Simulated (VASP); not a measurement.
# PtSe2 (Sudovikovite) (P-3m1) in VASP: single point with PBE

Aim: the single point of PtSe2 (Sudovikovite) with PBE.

All numbers are computed with VASP 6.6.1; they aren't measurements. Logs are shortened: lines on timing, memory, paths and dates and some standing lists are left out, and cuts for length are marked.

## 1. The cell of the first run

Symmetry: P-3m1, No. 164, trigonal system. The conventional cell has a = 3.724 Å, b = 3.724 Å, c = 5.062 Å, α = 90.00°, β = 90.00°, γ = 120.00°. Within 3.3 Å of Pt (site symmetry -3m) lie 6 Se at 2.49 Å. Se (site symmetry 3m) has 3 Pt at 2.49 Å within 3.3 Å.

## 2. Single point, PBE

Input file INCAR:

```
SYSTEM = PtSe2
PREC = Accurate ; ENCUT = 520
EDIFF = 1E-6 ; ISMEAR = 1
SIGMA = 0.1 ; LREAL = .FALSE.
LASPH = .TRUE. ; NELM = 60
ALGO = Normal ; ISIF = 2
LWAVE = .FALSE. ; LCHARG = .FALSE.
GGA = PE ; NBANDS = 18
```

Input file KPOINTS:

```
regular mesh
0
G
  9 9 6
  0 0 0
```

Input file POSCAR:

```
PtSe2
1.0
    3.7240000000      0.0000000000      0.0000000000
   -1.8620000000      3.2250790000      0.0000000000
    0.0000000000      0.0000000000      5.0620000000
Pt Se
1 2
Direct
    0.0000000000      0.0000000000      0.0000000000
    0.3333333333      0.6666666667      0.2500000000
    0.6666666667      0.3333333333      0.7500000000
```

Potentials or basis: VASP PAW PBE potentials, release 64 (Pt, Se).

On the command line:

```console
$ cat potpaw_PBE.64/Pt/POTCAR potpaw_PBE.64/Se/POTCAR > POTCAR
$ mpirun -np 1 vasp_std > vasp.out
```

OUTCAR:

```text
SYSTEM = PtSe2
   PREC = Accurate
   ENCUT = 520
   EDIFF = 1E-6
   ISMEAR = 1
   LREAL = .FALSE.
   LASPH = .TRUE.
   NELM = 60
   ISIF = 2
   GGA = PE

 ion  position               nearest neighbor table
   1  0.000  0.000  0.000-   2 2.49   3 2.49   3 2.49   2 2.49   3 2.49   2 2.49
   2  0.333  0.667  0.250-   1 2.49   1 2.49   1 2.49
   3  0.667  0.333  0.750-   1 2.49   1 2.49   1 2.49

  LATTYP: Found a hexagonal cell.
 ALAT       =     3.7240000000
 C/A-ratio  =     1.3592910849

  Lattice vectors:

 A1 = (   3.7240000000,   0.0000000000,   0.0000000000)
 A2 = (  -1.8620000000,   3.2250790000,   0.0000000000)
 A3 = (   0.0000000000,   0.0000000000,   5.0620000000)

Analysis of symmetry for initial positions (statically):
=====================================================================
 Subroutine PRICEL returns:
 Original cell was already a primitive cell.

 Routine SETGRP: Setting up the symmetry group for a
 hexagonal supercell.

 Subroutine GETGRP returns: Found 12 space group operations
 (whereof 12 operations were pure point group operations)
 out of a pool of 24 trial point group operations.

The static configuration has the point symmetry D_3d.

Analysis of symmetry for dynamics (positions and initial velocities):
=====================================================================
 Subroutine PRICEL returns:
 Original cell was already a primitive cell.

 Routine SETGRP: Setting up the symmetry group for a
 hexagonal supercell.

 Subroutine GETGRP returns: Found 12 space group operations
 (whereof 12 operations were pure point group operations)
 out of a pool of 24 trial point group operations.

The dynamic configuration has the point symmetry D_3d.

 Subroutine INISYM returns: Found 12 space group operations
 (whereof 12 operations are pure point group operations),
 and found     1 'primitive' translations

----------------------------------------------------------------------------------------

                                     Primitive cell

  volume of cell :      60.7956

  direct lattice vectors                    reciprocal lattice vectors
     3.724000000  0.000000000  0.000000000     0.268528464  0.155034962  0.000000000
    -1.862000000  3.225079000  0.000000000     0.000000000  0.310069924  0.000000000
[... 79 lines left out ...]
   ISTART =      0    job   : 0-new  1-cont  2-samecut
   ICHARG =      2    charge: 1-file 2-atom 10-const
   ISPIN  =      1    spin polarized calculation?
   LNONCOLLINEAR =      F non collinear calculations
   LSORBIT =      F    spin-orbit coupling
   LASPH  =      T    aspherical Exc in radial PAW
   ENCUT  =  520.0 eV  38.22 Ry    6.18 a.u.   6.92  6.92  9.41*2*pi/ulx,y,z
   NELM   =     60;   NELMIN=  2; NELMDL= -5     # of ELM steps
   EDIFF  = 0.1E-05   stopping-criterion for ELM
   LREAL  =      F    real-space projection
   EDIFFG = 0.1E-04   stopping-criterion for IOM
   NSW    =      0    number of steps for IOM
   IBRION =     -1    ionic relax: 0-MD 1-quasi-New 2-CG
   NFREE  =      0    steps in history (QN), initial steepest desc. (CG)
   ISIF   =      2    stress and relaxation
   ISYM   =      2    0-nonsym 1-usesym 2-fastsym
   POTIM  = 0.5000    time-step for ionic-motion
   TEBEG  =    0.0;   TEEND  =   0.0 temperature during run
   PSTRESS=    0.0 pullay stress
   NELECT =      22.0000    total number of electrons
   NUPDOWN=      -1.0000    fix difference up-down
   EMIN   =  10.00;   EMAX   =-10.00  energy-range for DOS
   EFERMI =   0.00;   METHOD = LEGACY
   ISMEAR =     1;   SIGMA  =   0.10  broadening in eV -4-tet -1-fermi 0-gaus
   EFERMI_NEDOS =   21; number of points for ismear=-14 and -15
   IALGO  =     38    algorithm
   IMIX   =      4    mixing-type and parameters
     AMIX     =   0.40;   BMIX     =  1.00
     AMIX_MAG =   1.60;   BMIX_MAG =  1.00
  volume/ion in A,a.u.               =      20.27       136.76
  Fermi-wavevector in a.u.,A,eV,Ry     =   1.166608  2.204570 18.517183  1.360975
  Thomas-Fermi vector in A             =   2.303119
   LORBIT       =      0    0 simple, 1 ext, 2 COOP (PROOUT), +10 PAW based schemes
   GGA     = PE    functional components
   LHFCALC =     F    Hartree Fock is set to
   AEXX    =    0.0000 exact exchange contribution
   IVDW    =     0    specifies the selected vdW correction
   LEPSILON=     F    determine dielectric tensor
   LRPA    =     F    only Hartree local field effects (RPA)
 non-spin polarized calculation
 Methfessel and Paxton  Order N= 1 SIGMA  =   0.10
  energy-cutoff  :      520.00
  volume of cell :       60.80
 maximum number of plane-waves:      1650
   NGX = 13   NGY = 13   NGZ = 19

 number of electron      21.9999999 magnetization

 Free energy of the ion-electron system (eV)
  ---------------------------------------------------
  ext. energy  EPLUGINS =         0.00000000
  ---------------------------------------------------
  free energy    TOTEN  =       -14.18499892 eV

  energy without entropy =      -14.18531700  energy(sigma->0) =      -14.18510495

 E-fermi :   6.6121     XC(G=0): -10.6325

 val. band max:        6.6120141453   @ k =   0.0000   0.3333   0.3333
 cond. band min:       6.6419189367   @ k =   0.0000   0.1111   0.1667
 fundamental gap:      0.0299047914
 Fermi energy:         6.6121369788

 k-point     1 :       0.0000    0.0000    0.0000
  band No.  band energies     occupation
      1      -9.1787      2.00000
      2      -6.3544      2.00000
      3      -0.6635      2.00000
      4       0.0405      2.00000
      5       0.0405      2.00000
      6       2.4995      2.00000
[... 481 lines left out ...]
      5       0.8399      2.00000
      6       1.2526      2.00000
[... 10 lines left out ...]
     17      14.3633      0.00000
     18      16.1436      0.00000

 [... further k-points ...]
[... 5 lines left out ...]
  --------------------------------------------------------------------------------------
  -------------------------------------------------------------------------------------
  Total        3.0151956      3.0151963      2.2922567      0.0000000      0.0000000      0.0000000
  in kB       79.4609761     79.4609957     60.4090025      0.0000000      0.0000000      0.0000000
  external PRESSURE =      73.1103248 kB  Pullay stress =       0.0000000 kB

 VOLUME and BASIS-vectors are now :
 -----------------------------------------------------------------------------
  energy-cutoff  :      520.00
  volume of cell :       60.80
      direct lattice vectors                 reciprocal lattice vectors
     3.724000000  0.000000000  0.000000000     0.268528464  0.155034962  0.000000000
    -1.862000000  3.225079000  0.000000000     0.000000000  0.310069924  0.000000000
     0.000000000  0.000000000  5.062000000     0.000000000  0.000000000  0.197550375

 POSITION                                       TOTAL-FORCE (eV/Angst)
 -----------------------------------------------------------------------------------
      0.00000      0.00000      0.00000        -0.000000      0.000000      0.000000
     -0.00000      2.15005      1.26550        -0.000000      0.000000      0.580983
      1.86200      1.07503      3.79650         0.000000     -0.000000     -0.580983
 -----------------------------------------------------------------------------------
    total drift:                               -0.000000     -0.000000     -0.000000

  FREE ENERGIE OF THE ION-ELECTRON SYSTEM (eV)
  ---------------------------------------------------
  free  energy   TOTEN  =       -14.1849989193 eV

  energy  without entropy=      -14.1853169997  energy(sigma->0) =      -14.18510495
```

OSZICAR:

```text
N       E                     dE             d eps       ncg     rms          rms(c)
DAV:   1     0.112021530944E+03    0.11202E+03   -0.10108E+04  2248   0.108E+03
DAV:   2    -0.973958977702E+01   -0.12176E+03   -0.11796E+03  2742   0.213E+02
DAV:   3    -0.149400111495E+02   -0.52004E+01   -0.51626E+01  2788   0.438E+01
DAV:   4    -0.149797984541E+02   -0.39787E-01   -0.39772E-01  2742   0.412E+00
DAV:   5    -0.149802165804E+02   -0.41813E-03   -0.41811E-03  2714   0.414E-01    0.131E+01
DAV:   6    -0.143950061089E+02    0.58521E+00   -0.40891E+00  2330   0.186E+01    0.789E+00
DAV:   7    -0.142044635342E+02    0.19054E+00   -0.78459E-01  2306   0.870E+00    0.396E+00
DAV:   8    -0.141864674363E+02    0.17996E-01   -0.45017E-02  2456   0.161E+00    0.816E-01
DAV:   9    -0.141848023121E+02    0.16651E-02   -0.60617E-03  2550   0.738E-01    0.178E-01
DAV:  10    -0.141850002723E+02   -0.19796E-03   -0.91822E-04  2586   0.210E-01    0.487E-02
DAV:  11    -0.141849974846E+02    0.27876E-05   -0.67016E-05  2800   0.801E-02    0.211E-02
DAV:  12    -0.141849984729E+02   -0.98825E-06   -0.12415E-05  2426   0.253E-02    0.297E-03
DAV:  13    -0.141849989193E+02   -0.44647E-06   -0.61175E-07  1994   0.545E-03
   1 F= -.14184999E+02 E0= -.14185105E+02  d E =0.318080E-03
```

stdout:

```text
POSCAR found type information on POSCAR PtSe
 POSCAR found :  2 types and       3 ions
 scaLAPACK will be used
 LDA part: xc-table for (Slater+PW92), standard interpolation
 POSCAR, INCAR and KPOINTS ok, starting setup
 FFT: planning ... GRIDC
 FFT: planning ... GRID_SOFT
 FFT: planning ... GRID
 WAVECAR not read
 entering main loop
```

It took 36 s on 1 thread of Intel Xeon Platinum 8488C (Sapphire Rapids), shared host; peak memory 0.22 GiB.

Results:

```yaml
Free_energy: -14.1850 eV
Pressure: 7.3 GPa
Largest_force: 0.581 eV/Å
Band_gap_on_the_k_mesh: zero (band 11 reaches 6.94 eV, above the bottom of band 12 at 6.56 eV)
```

Forces in eV/Å, atoms in the order of the input:
```
Pt   0.000  0.000  0.000
Se   0.000  0.000  0.581
Se   0.000  0.000 -0.581
```

Levels at points of the mesh, in eV from the Fermi level:
```csv
k point,band 7,band 8,band 9,band 10,band 11,band 12,band 13,band 14,band 15,band 16
"(0.00, 0.00, 0.00)",-4.11,-2.67,-1.15,-1.15,0.33,1.39,1.39,3.54,4.14,7.20
"(0.00, 0.00, 0.50)",-4.14,-3.03,-1.79,-1.58,-1.58,2.23,2.23,4.73,6.25,6.68
```

Caveat: spin-orbit coupling is left out, which moves the levels of the heavy elements.
